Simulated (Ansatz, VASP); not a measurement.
# Two plane-wave programs on C

```
C
1.0
     0.00000    2.13455    3.40307
     1.23248    0.00000    3.40307
     1.23248    2.13455    0.00000
C
2
Direct
  0.16673 0.83327 0.16673
  0.83327 0.16673 0.83327
```

Alike in both runs: task relaxation of cell and atoms; functional PBE; dispersion D3(BJ); k mesh 18 × 18 × 18; occupations gaussian, width 0.02 eV; no spin polarisation.

|  | VASP | Ansatz |
| --- | --- | --- |
| version | VASP 6.6.1 | Ansatz 0.2.0 |
| potentials or method | VASP PAW PBE potentials, release 64 (C), cutoff 600 eV | scalar-relativistic, plane waves, PAW |
| valence electrons in the cell | 8 | 8 |

|  | VASP | Ansatz | Ansatz less VASP |
| --- | --- | --- | --- |
| gap on the k mesh at the Fermi level, each at its own relaxed structure (eV) | 0.08 | 0.07 | -0.003 |
| relaxed volume (Å³/atom) | 8.87 | 8.93 | +0.060 |
| relaxed length of the cell vector where the two differ most in proportion (Å) | 3.590 | 3.612 | +0.0216 |
